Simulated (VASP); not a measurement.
A run of VASP 6.6.1:

INCAR

```
PREC = Accurate ; ENCUT = 520
EDIFF = 1E-6 ; ISMEAR = 0
SIGMA = 0.05 ; LREAL = F
LASPH = T ; NELM = 80
ALGO = Normal ; ISIF = 2
LWAVE = F ; LCHARG = F
GGA = PE ; NBANDS = 26
```

File KPOINTS:

```
regular mesh
0
Gamma
  12 12 6
```

The input POSCAR:

```
ZnS
1.0
    3.8109987816      0.0000000000      0.0000000000
   -1.9054993908      3.3004217586      0.0000000000
    0.0000000000      0.0000000000      6.2340000000
Zn S
2 2
Direct
    0.3113832790      0.6505981117      0.0000000000
    0.6886167210      0.3494018883      0.5000000000
    0.3519855060      0.6803210047      0.3850000000
    0.6480144940      0.3196789953      0.8850000000
```

Potentials or basis: VASP PAW PBE potentials, release 64 (Zn, S).

Launch:

```bash
$ cat potpaw_PBE.64/Zn/POTCAR potpaw_PBE.64/S/POTCAR > POTCAR
$ mpirun -np 1 vasp_std > vasp.out
```

Hardware: 1 thread of AMD EPYC 9R45 (Zen 5), with other jobs on the host.

Estimate the wall time of this run.

Run time: 4.6 min on 1 thread of AMD EPYC 9R45 (Zen 5), on a shared host, peak memory 0.52 GiB. Counts: scf iterations 14, k points 296.
